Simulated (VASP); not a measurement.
Here is a VASP 6.6.1 calculation.

Contents of INCAR:

```
PREC = Accurate
ENCUT = 520
EDIFF = 1E-6
ISMEAR = 0
SIGMA = 0.15
LREAL = F
LASPH = T
NELM = 80
ALGO = Fast
ISIF = 2
LWAVE = F
LCHARG = F
GGA = PS
NBANDS = 13
```

File KPOINTS:

```
Automatic mesh
0
Gamma
  20 20 20
```

The input POSCAR:

```
W
1.0
    0.0000000000      1.9995500000      1.9995500000
    1.9995500000      0.0000000000      1.9995500000
    1.9995500000      1.9995500000      0.0000000000
W
1
Direct
    0.0000000000      0.0000000000      0.0000000000
```

Potentials or basis: VASP PAW PBE potentials, release 64 (W_sv).

The run is started by

```bash
$ cat potpaw_PBE.64/W_sv/POTCAR > POTCAR
$ mpirun -np 1 vasp_std > vasp.out
```

(1) Estimate the pressure.

(2) What does it give for the band gap on the k mesh?

Results:

(1) 0.4 GPa.

(2) zero (bands 7 and 8 overlap by 3.81 eV).

Caveat: the cell differs from its parent crystal (strain -0.015 along x and y, -0.015 along z); the PAW data sets were made with another functional, which shifts forces and pressure a little; spin-orbit coupling is left out, which moves the levels of the heavy elements.
